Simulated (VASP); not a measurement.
# Cu (Fm-3m) in VASP: further runs, part 2 of 2

VASP 6.6.1.

### Step 4. Electric field gradients, PBEsol (volume scaled by 0.99)

INCAR reads:

```
PREC = Accurate
ENCUT = 520
EDIFF = 1E-8
ISMEAR = -1
SIGMA = 0.03
LREAL = F
LASPH = T
NELM = 80
ALGO = Normal
ISIF = 2
LWAVE = F
LCHARG = F
GGA = PS
LEFG = T
NBANDS = 12
```

KPOINTS reads:

```
Automatic mesh
0
Gamma
  17 17 17
```

POSCAR reads:

```
Cu
1.0
    0.0000000000      1.8014548043      1.8014548043
    1.8014548043      0.0000000000      1.8014548043
    1.8014548043      1.8014548043      0.0000000000
Cu
1
Direct
    0.0000000000      0.0000000000      0.0000000000
```

Potentials or basis: VASP PAW PBE potentials, release 64 (Cu).

The run is started by

```sh
cat potpaw_PBE.64/Cu/POTCAR > POTCAR
mpirun -np 1 vasp_std > vasp.out
```

OUTCAR:

```text
PREC = Accurate
   ENCUT = 520
   EDIFF = 1E-8
   ISMEAR = -1
   LREAL = F
   LASPH = T
   NELM = 80
   ISIF = 2
   GGA = PS

 ion  position               nearest neighbor table
   1  0.000  0.000  0.000-

  LATTYP: Found a face centered cubic cell.
 ALAT       =     3.6029096086

  Lattice vectors:

 A1 = (   0.0000000000,   1.8014548043,   1.8014548043)
 A2 = (   1.8014548043,   0.0000000000,   1.8014548043)
[... 565 lines left out ...]
    total drift:                                0.000000      0.000000      0.000000

  FREE ENERGIE OF THE ION-ELECTRON SYSTEM (eV)
  ---------------------------------------------------
  free  energy   TOTEN  =        -4.3033889907 eV

  energy  without entropy=       -4.3025425019  energy(sigma->0) =       -4.30296575

 Electric field gradients (V/A^2)
---------------------------------------------------------------------
 ion       V_xx      V_yy      V_zz      V_xy      V_xz      V_yz
---------------------------------------------------------------------
   1      -0.000     0.000     0.000     0.003     0.003     0.003
---------------------------------------------------------------------

 Electric field gradients after diagonalization (V/A^2)
 (convention: |V_zz| > |V_xx| > |V_yy|)
----------------------------------------------------------------------
 ion       V_xx      V_yy      V_zz     asymmetry (V_yy - V_xx)/ V_zz
----------------------------------------------------------------------
   1      -0.003    -0.003     0.005       0.000
----------------------------------------------------------------------

           NMR quadrupolar parameters

 Cq : quadrupolar parameter    Cq=e*Q*V_zz/h
 eta: asymmetry parameters     (V_yy - V_xx)/ V_zz
 Q  : nuclear electric quadrupole moment in mb (millibarn)
----------------------------------------------------------------------
 ion       Cq(MHz)       eta       Q (mb)
----------------------------------------------------------------------
   1       0.000       0.000       1.000
----------------------------------------------------------------------
```

OSZICAR:

```text
N       E                     dE             d eps       ncg     rms          rms(c)
DAV:   1     0.419123273935E+02    0.41912E+02   -0.54443E+03  4396   0.154E+03
DAV:   2    -0.407639348152E+01   -0.45989E+02   -0.42500E+02  4064   0.204E+02
DAV:   3    -0.538534360545E+01   -0.13090E+01   -0.12986E+01  4660   0.399E+01
DAV:   4    -0.539323216466E+01   -0.78886E-02   -0.78875E-02  4528   0.272E+00
DAV:   5    -0.539330121114E+01   -0.69046E-04   -0.69046E-04  4720   0.257E-01    0.840E+00
DAV:   6    -0.476149890122E+01    0.63180E+00   -0.17589E+01  4732   0.795E+01    0.435E+00
DAV:   7    -0.431747766128E+01    0.44402E+00   -0.27299E+00  4732   0.312E+01    0.578E-01
DAV:   8    -0.430514862000E+01    0.12329E-01   -0.54487E-03  4584   0.113E+00    0.312E-01
DAV:   9    -0.430337984047E+01    0.17688E-02   -0.97003E-03  4920   0.168E+00    0.202E-02
DAV:  10    -0.430338798271E+01   -0.81422E-05   -0.24186E-05  5252   0.726E-02    0.761E-03
DAV:  11    -0.430338894594E+01   -0.96323E-06   -0.10403E-06  4956   0.200E-02    0.288E-04
DAV:  12    -0.430338896274E+01   -0.16796E-07   -0.96222E-09  3188   0.130E-03    0.818E-05
DAV:  13    -0.430338898573E+01   -0.22990E-07   -0.25154E-09  2784   0.645E-04    0.146E-05
DAV:  14    -0.430338899066E+01   -0.49288E-08   -0.28974E-10  2412   0.253E-04
   1 F= -.43033890E+01 E0= -.43029657E+01  d E =-.846489E-03
```

stdout:

```text
POSCAR found type information on POSCAR Cu
 POSCAR found :  1 types and       1 ions
 scaLAPACK will be used
 -----------------------------------------------------------------------------
|                                                                             |
|                                                                             |
|     You enforced a specific xc type in the INCAR file but a different       |
|     I HOPE YOU KNOW WHAT YOU ARE DOING!                                     |
|                                                                             |
 -----------------------------------------------------------------------------

 LDA part: xc-table for (Slater+PW92), standard interpolation
 POSCAR, INCAR and KPOINTS ok, starting setup
 FFT: planning ... GRIDC
 FFT: planning ... GRID_SOFT
 FFT: planning ... GRID
 WAVECAR not read
 entering main loop
ion   1
```

Wall time 17 s (1 thread of Intel Xeon Platinum 8488C (Sapphire Rapids), shared host); peak memory 0.14 GiB.

Results:

```yaml
Free_energy: -4.3034 eV
Pressure: -4.6 GPa
```

Caveat: without QUAD_EFG the Cq values of the log hold for a quadrupole moment of 1 mb, not for the nuclei; the PAW data sets were made with another functional, which shifts forces and pressure a little.

### Step 5. Electric field gradients, PBEsol (volume scaled by 0.99)

INCAR reads:

```
SYSTEM = Cu
  ALGO = Normal
  EDIFF = 1E-8
  ENCUT = 520
  GGA = PS
  ISIF = 2
  ISMEAR = -1
  LASPH = .TRUE.
  LCHARG = .FALSE.
  LEFG = .TRUE.
  LREAL = .FALSE.
  LWAVE = .FALSE.
  NBANDS = 12
  NELM = 80
  PREC = Accurate
  SIGMA = 0.03
```

KPOINTS reads:

```
k-points
0
G
  17 17 17
  0 0 0
```

POSCAR is that of step 4.

Potentials or basis: VASP PAW PBE potentials, release 64 (Cu).

The run is started by

```sh
cat potpaw_PBE.64/Cu/POTCAR > POTCAR
mpirun -np 1 vasp_std > vasp.out
```

OUTCAR:

```text
SYSTEM = Cu
   EDIFF = 1E-8
   ENCUT = 520
   GGA = PS
   ISIF = 2
   ISMEAR = -1
   LASPH = .TRUE.
   LREAL = .FALSE.
   NELM = 80
   PREC = Accurate

 ion  position               nearest neighbor table
   1  0.000  0.000  0.000-

  LATTYP: Found a face centered cubic cell.
 ALAT       =     3.6029096086

  Lattice vectors:

 A1 = (   0.0000000000,   1.8014548043,   1.8014548043)
 A2 = (   1.8014548043,   0.0000000000,   1.8014548043)
 A3 = (   1.8014548043,   1.8014548043,   0.0000000000)

[... 563 lines left out ...]
    total drift:                                0.000000      0.000000      0.000000

  FREE ENERGIE OF THE ION-ELECTRON SYSTEM (eV)
  ---------------------------------------------------
  free  energy   TOTEN  =        -4.3033889907 eV

  energy  without entropy=       -4.3025425019  energy(sigma->0) =       -4.30296575

 Electric field gradients (V/A^2)
---------------------------------------------------------------------
 ion       V_xx      V_yy      V_zz      V_xy      V_xz      V_yz
---------------------------------------------------------------------
   1      -0.000     0.000     0.000     0.003     0.003     0.003
---------------------------------------------------------------------

 Electric field gradients after diagonalization (V/A^2)
 (convention: |V_zz| > |V_xx| > |V_yy|)
----------------------------------------------------------------------
 ion       V_xx      V_yy      V_zz     asymmetry (V_yy - V_xx)/ V_zz
----------------------------------------------------------------------
   1      -0.003    -0.003     0.005       0.000
----------------------------------------------------------------------

           NMR quadrupolar parameters

 Cq : quadrupolar parameter    Cq=e*Q*V_zz/h
 eta: asymmetry parameters     (V_yy - V_xx)/ V_zz
 Q  : nuclear electric quadrupole moment in mb (millibarn)
----------------------------------------------------------------------
 ion       Cq(MHz)       eta       Q (mb)
----------------------------------------------------------------------
   1       0.000       0.000       1.000
----------------------------------------------------------------------
```

Wall time 21 s (1 thread of Intel Xeon Platinum 8488C (Sapphire Rapids), shared host); peak memory 0.14 GiB.

Results:

```
Free energy : -4.3034 eV
Pressure    : -4.6 GPa
```

Caveat: without QUAD_EFG the Cq values of the log hold for a quadrupole moment of 1 mb, not for the nuclei; the PAW data sets were made with another functional, which shifts forces and pressure a little.

### Step 6. Electric field gradients, PBEsol (volume scaled by 1.02)

INCAR reads:

```
PREC = Accurate ; ENCUT = 520
EDIFF = 1E-8 ; ISMEAR = -1
SIGMA = 0.03 ; LREAL = F
LASPH = T ; NELM = 100
ALGO = Normal ; ISIF = 2
LWAVE = F ; LCHARG = F
GGA = PS ; LEFG = T
NBANDS = 12
```

KPOINTS reads:

```
regular mesh
0
Gamma
  17 17 17
```

POSCAR reads:

```
Cu
1.0
    0.0000000000      1.8194705475      1.8194705475
    1.8194705475      0.0000000000      1.8194705475
    1.8194705475      1.8194705475      0.0000000000
Cu
1
Direct
    0.0000000000      0.0000000000      0.0000000000
```

Potentials or basis: VASP PAW PBE potentials, release 64 (Cu).

The run is started by

```sh
cat potpaw_PBE.64/Cu/POTCAR > POTCAR
mpirun -np 1 vasp_std > vasp.out
```

OUTCAR:

```text
PREC = Accurate
   ENCUT = 520
   EDIFF = 1E-8
   ISMEAR = -1
   LREAL = F
   LASPH = T
   NELM = 100
   ISIF = 2
   GGA = PS

 ion  position               nearest neighbor table
   1  0.000  0.000  0.000-

  LATTYP: Found a face centered cubic cell.
 ALAT       =     3.6389410950

  Lattice vectors:

 A1 = (   0.0000000000,   1.8194705475,   1.8194705475)
 A2 = (   1.8194705475,   0.0000000000,   1.8194705475)
 A3 = (   1.8194705475,   1.8194705475,   0.0000000000)

Analysis of symmetry for initial positions (statically):
=====================================================================
 Subroutine PRICEL returns:
 Original cell was already a primitive cell.

 Routine SETGRP: Setting up the symmetry group for a
 face centered cubic supercell.

 Subroutine GETGRP returns: Found 48 space group operations
[... 539 lines left out ...]
  external PRESSURE =     -85.4432308 kB  Pullay stress =       0.0000000 kB

 VOLUME and BASIS-vectors are now :
 -----------------------------------------------------------------------------
  energy-cutoff  :      520.00
  volume of cell :       12.05
      direct lattice vectors                 reciprocal lattice vectors
     0.000000000  1.819470547  1.819470547    -0.274805218  0.274805218  0.274805218
     1.819470547  0.000000000  1.819470547     0.274805218 -0.274805218  0.274805218
     1.819470547  1.819470547  0.000000000     0.274805218  0.274805218 -0.274805218

 POSITION                                       TOTAL-FORCE (eV/Angst)
 -----------------------------------------------------------------------------------
      0.00000      0.00000      0.00000         0.000000      0.000000      0.000000
 -----------------------------------------------------------------------------------
    total drift:                                0.000000      0.000000      0.000000

  FREE ENERGIE OF THE ION-ELECTRON SYSTEM (eV)
  ---------------------------------------------------
  free  energy   TOTEN  =        -4.2889303812 eV

  energy  without entropy=       -4.2879958374  energy(sigma->0) =       -4.28846311

 Electric field gradients (V/A^2)
---------------------------------------------------------------------
 ion       V_xx      V_yy      V_zz      V_xy      V_xz      V_yz
---------------------------------------------------------------------
   1       0.000     0.000    -0.000     0.002     0.002     0.002
---------------------------------------------------------------------

 Electric field gradients after diagonalization (V/A^2)
 (convention: |V_zz| > |V_xx| > |V_yy|)
----------------------------------------------------------------------
 ion       V_xx      V_yy      V_zz     asymmetry (V_yy - V_xx)/ V_zz
----------------------------------------------------------------------
   1      -0.002    -0.002     0.005       0.000
----------------------------------------------------------------------

           NMR quadrupolar parameters

 Cq : quadrupolar parameter    Cq=e*Q*V_zz/h
 eta: asymmetry parameters     (V_yy - V_xx)/ V_zz
 Q  : nuclear electric quadrupole moment in mb (millibarn)
----------------------------------------------------------------------
 ion       Cq(MHz)       eta       Q (mb)
----------------------------------------------------------------------
   1       0.000       0.000       1.000
----------------------------------------------------------------------
```

OSZICAR:

```text
N       E                     dE             d eps       ncg     rms          rms(c)
DAV:   1     0.427383971884E+02    0.42738E+02   -0.53315E+03  4360   0.151E+03
DAV:   2    -0.398425588654E+01   -0.46723E+02   -0.43375E+02  4088   0.205E+02
DAV:   3    -0.535695940768E+01   -0.13727E+01   -0.13671E+01  4648   0.403E+01
DAV:   4    -0.536551267565E+01   -0.85533E-02   -0.85521E-02  4504   0.281E+00
DAV:   5    -0.536559018154E+01   -0.77506E-04   -0.77505E-04  4764   0.272E-01    0.836E+00
DAV:   6    -0.477650953648E+01    0.58908E+00   -0.18091E+01  4740   0.799E+01    0.454E+00
DAV:   7    -0.430195709077E+01    0.47455E+00   -0.28764E+00  4724   0.319E+01    0.543E-01
DAV:   8    -0.429092803088E+01    0.11029E-01   -0.62399E-03  4700   0.136E+00    0.333E-01
DAV:   9    -0.428892252259E+01    0.20055E-02   -0.11418E-02  4848   0.181E+00    0.220E-02
DAV:  10    -0.428892923644E+01   -0.67138E-05   -0.29055E-05  5592   0.838E-02    0.726E-03
DAV:  11    -0.428893038074E+01   -0.11443E-05   -0.77014E-07  4932   0.170E-02    0.414E-04
DAV:  12    -0.428893038122E+01   -0.48249E-09   -0.12773E-08  3288   0.172E-03
   1 F= -.42889304E+01 E0= -.42884631E+01  d E =-.934544E-03
```

stdout:

```text
POSCAR found type information on POSCAR Cu
 POSCAR found :  1 types and       1 ions
 scaLAPACK will be used
 -----------------------------------------------------------------------------
|                                                                             |
|                                                                             |
|     You enforced a specific xc type in the INCAR file but a different       |
|     I HOPE YOU KNOW WHAT YOU ARE DOING!                                     |
|                                                                             |
 -----------------------------------------------------------------------------

 LDA part: xc-table for (Slater+PW92), standard interpolation
 POSCAR, INCAR and KPOINTS ok, starting setup
 FFT: planning ... GRIDC
 FFT: planning ... GRID_SOFT
 FFT: planning ... GRID
 WAVECAR not read
 entering main loop
ion   1
```

Wall time 20 s (1 thread of Intel Xeon Platinum 8488C (Sapphire Rapids), shared host); peak memory 0.14 GiB.

What came out:

* Free energy: -4.2889 eV
* Pressure: -8.5 GPa

Caveat: without QUAD_EFG the Cq values of the log hold for a quadrupole moment of 1 mb, not for the nuclei; the PAW data sets were made with another functional, which shifts forces and pressure a little.

### Step 7. Overview

| cell | gap on the mesh (eV) | pressure (GPa) |
| --- | --- | --- |
| a = 2.522 Å, angles 60.0°, 1 atom | none | 0.1 |
| a = 2.548 Å, angles 60.0°, 1 atom | none | -4.6 |
| a = 2.573 Å, angles 60.0°, 1 atom | none | -8.5 |

Alike in all rows: task electric field gradients; level PBEsol; potentials or basis VASP PAW PBE potentials, release 64 (Cu); no spin polarisation; k mesh 17 × 17 × 17; cutoff (eV) 520; smearing fermi-dirac 0.03 eV.

Caveats: the PAW data sets were made with another functional, which shifts forces and pressure a little.

Absolute energies hang on the potentials; compare differences alone.
